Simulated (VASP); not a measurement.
Al, 1 atom in the cell. Symmetry: Fm-3m, No. 225, cubic system. The conventional cell has a = 4.050 Å, b = 4.050 Å, c = 4.050 Å, α = 90.00°, β = 90.00°, γ = 90.00°. Al (site symmetry m-3m) has 12 Al at 2.86 Å within 3.8 Å. 

```yaml
Program: VASP 6.6.1
Task: relaxation of cell and atoms
Functional: PBE
Potentials_or_basis: VASP PAW PBE potentials, release 64 (Al)
Cutoff: 600 eV
k_mesh: 12 × 12 × 12
Occupations: gaussian, width 0.1 eV
Spin: no spin polarisation
Dipole_correction: no
Further_INCAR_settings: ALGO = Normal; EDIFF = 1e-06; IBRION = 2; EDIFFG = -0.005; NSW = 60; ISIF = 3
```

Potentials or basis: VASP PAW PBE potentials, release 64 (Al).

The run is started by

```console
$ cat potpaw_PBE.64/Al/POTCAR > POTCAR
$ mpirun -np 1 vasp_std > vasp.out
```

Hardware: 1 thread of Intel Xeon 8259CL, with other jobs on the host.

Estimate the wall time of this run.

Wall time 11 s on 1 thread of Intel Xeon 8259CL, on a shared host, peak memory 0.14 GiB. Counts: scf iterations 16, k points 72, ion steps 3.
